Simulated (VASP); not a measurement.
A run of VASP 6.6.1:

POSCAR

```
LiH
1.0
    2.5016587117      0.0000000000      0.0000000000
    0.0000000000      2.5016587117      0.0000000000
    0.0000000000      0.0000000000      2.5016587117
Li H
1 1
Direct
    0.0000000000      0.0000000000      0.0000000000
    0.5000000000      0.5000000000      0.5000000000
```

Contents of INCAR.step1:

```
SYSTEM = LiH
PREC     = Accurate       ! precision mode
ENCUT    = 520            ! plane-wave cutoff, eV
EDIFF    = 1E-5           ! SCF threshold, eV
ISMEAR   = 0              ! smearing method
SIGMA    = 0.01           ! smearing width, eV
LREAL    = .False.        ! projectors in reciprocal space
LASPH    = .True.         ! aspherical terms in the spheres
NELM     = 100            ! most SCF steps
ALGO     = Normal         ! electronic algorithm
ISIF     = 2              ! what is computed and relaxed
LWAVE    = .True.         ! write WAVECAR
LCHARG   = .False.        ! write CHGCAR
NBANDS   = 9              ! bands
GGA      = PE             ! functional
```

File INCAR.step2:

```
SYSTEM = LiH
PREC     = Accurate       ! precision mode
ENCUT    = 520            ! plane-wave cutoff, eV
EDIFF    = 1E-6           ! SCF threshold, eV
ISMEAR   = 0              ! smearing method
SIGMA    = 0.01           ! smearing width, eV
LREAL    = .False.        ! projectors in reciprocal space
LASPH    = .True.         ! aspherical terms in the spheres
NELM     = 100            ! most SCF steps
ALGO     = Normal         ! electronic algorithm
ISIF     = 2              ! what is computed and relaxed
LWAVE    = .False.        ! write WAVECAR
LCHARG   = .False.        ! write CHGCAR
GGA      = PE             ! functional
LHFCALC  = .True.         ! exact exchange
AEXX     = 0.25           ! exact-exchange fraction
PRECFOCK = Normal       
NBANDS   = 9              ! bands
ISTART   = 1
```

The input KPOINTS:

```
Automatic mesh
0
Gamma
  6 6 6
  0 0 0
```

Potentials or basis: VASP PAW PBE potentials, release 64 (Li_sv, H).

Run with:

```bash
$ cat potpaw_PBE.64/Li_sv/POTCAR potpaw_PBE.64/H/POTCAR > POTCAR
$ cp INCAR.step1 INCAR
$ mpirun -np 1 vasp_std > vasp.out
$ cp INCAR.step2 INCAR
$ mpirun -np 1 vasp_std > vasp.out
```

Hardware: 1 thread of Intel(R) Xeon(R) Platinum 8559C (Emerald Rapids), with other jobs on the host.

Estimate the wall time of this run.

Wall time 23 s on 1 thread of Intel(R) Xeon(R) Platinum 8559C (Emerald Rapids), with other jobs on the host, peak memory 0.12 GiB. Counts: k points 20.
